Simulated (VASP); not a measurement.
Set up this calculation in VASP 6.6.1, as the native input.

| Item | Value |
| --- | --- |
| Task | single point |
| Functional | BLYP |
| Potentials or basis | VASP PAW PBE potentials, release 64 (Ti_sv, B) |
| Cutoff | 520 eV |
| k mesh | 10 × 10 × 8 |
| Occupations | fermi-dirac, width 0.05 eV |
| Spin | no spin polarisation |
| Dipole correction | no |
| Further INCAR settings | ALGO = Normal; EDIFF = 1e-06; NBANDS = 16 |

The structure of TiB2 lies in POSCAR:

```
TiB2
1.0
    3.0422644794      0.0000000000      0.0000000000
   -1.5211322397      2.6346783242      0.0000000000
    0.0000000000      0.0000000000      3.2936758083
Ti B
1 2
Direct
    0.0000000000      0.0000000000      0.0000000000
    0.6666666667      0.3333333333      0.5000000000
    0.3333333333      0.6666666667      0.5000000000
```

The input as run:

INCAR

```
SYSTEM = TiB2
  PREC = Accurate
  ENCUT = 520
  EDIFF = 1E-6
  ISMEAR = -1
  SIGMA = 0.05
  LREAL = .FALSE.
  LASPH = .TRUE.
  NELM = 100
  ALGO = Normal
  ISIF = 2
  LWAVE = .FALSE.
  LCHARG = .FALSE.
  GGA = B5
  ALDAX = 1.0
  AGGAX = 1.0
  AGGAC = 1.0
  ALDAC = 0.0
  NBANDS = 16
```

KPOINTS

```
regular mesh
0
G
  10 10 8
  0 0 0
```

Potentials or basis: VASP PAW PBE potentials, release 64 (Ti_sv, B).

The run is started by

```sh
$ cat potpaw_PBE.64/Ti_sv/POTCAR potpaw_PBE.64/B/POTCAR > POTCAR
$ mpirun -np 1 vasp_std > vasp.out
```

It gave:

```yaml
Pressure: 0.3 GPa
Band_gap_on_the_k_mesh: zero (bands 9 and 10 overlap by 0.32 eV)
```

Caveat: the PAW data sets were made with another functional, which shifts forces and pressure a little.

Wall time 50 s on 1 thread of AMD EPYC 7R13, with other jobs on the host, peak memory 0.13 GiB.
